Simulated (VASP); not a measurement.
Here is a VASP 6.6.1 calculation.

Contents of INCAR:

```
SYSTEM = AlRu
PREC = Accurate
ENCUT = 520
EDIFF = 1E-6
ISMEAR = 0
SIGMA = 0.15
LREAL = .False.
LASPH = .True.
NELM = 60
ALGO = Fast
ISIF = 2
LWAVE = .False.
LCHARG = .True.
GGA = PE
LELF = .True.
LVHAR = .True.
NBANDS = 16
```

KPOINTS

```
Automatic mesh
0
Gamma
  16 16 16
  0 0 0
```

POSCAR

```
AlRu
1.0
    3.1411800000      0.0000000000      0.0000000000
    0.0000000000      3.1411800000      0.0000000000
    0.0000000000      0.0000000000      3.1411800000
Al Ru
1 1
Direct
    0.0000000000      0.0000000000      0.0000000000
    0.5000000000      0.5000000000      0.5000000000
```

Potentials or basis: VASP PAW PBE potentials, release 64 (Al, Ru_pv).

Run with:

```console
$ cat potpaw_PBE.64/Al/POTCAR potpaw_PBE.64/Ru_pv/POTCAR > POTCAR
$ mpirun -np 1 vasp_std > vasp.out
```

(1) Predict the pressure.

Answers

(1) -20.3 GPa.

Caveat: the cell differs from its parent crystal (strain +0.050 along x and y, +0.050 along z).
